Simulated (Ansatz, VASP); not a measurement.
## One calculation of Rh, two programs

```
Rh
1.0
     0.00000    1.88253    1.90155
     1.88253    0.00000    1.90155
     1.88253    1.88253    0.00000
Rh
1
Direct
  0.00000 0.00000 0.00000
```

Change from the starting cell: equal xx and yy strain of -1 %.

Alike in both runs: task single point; functional LDA; k mesh 16 × 16 × 16; occupations fermi-dirac, width 0.03 eV; no spin polarisation.

```csv
,VASP,Ansatz
version,VASP 6.6.1,Ansatz 0.2.0
potentials or method,"VASP PAW LDA potentials, release 64 (Rh_pv), cutoff 520 eV","all-electron LAPW, scalar-relativistic"
```

|  | VASP | Ansatz | Ansatz less VASP |
| --- | --- | --- | --- |
| pressure (GPa) | -4.9 | -5.7 | -0.83 |
| traceless stress, the component that is largest in VASP (GPa) | -1.70 | -1.71 | -0.008 |

LDA's correlation is that of Perdew and Zunger in VASP and of Perdew and Wang (1992) in Ansatz. Ansatz ran all-electron here, and VASP with PAW potentials.
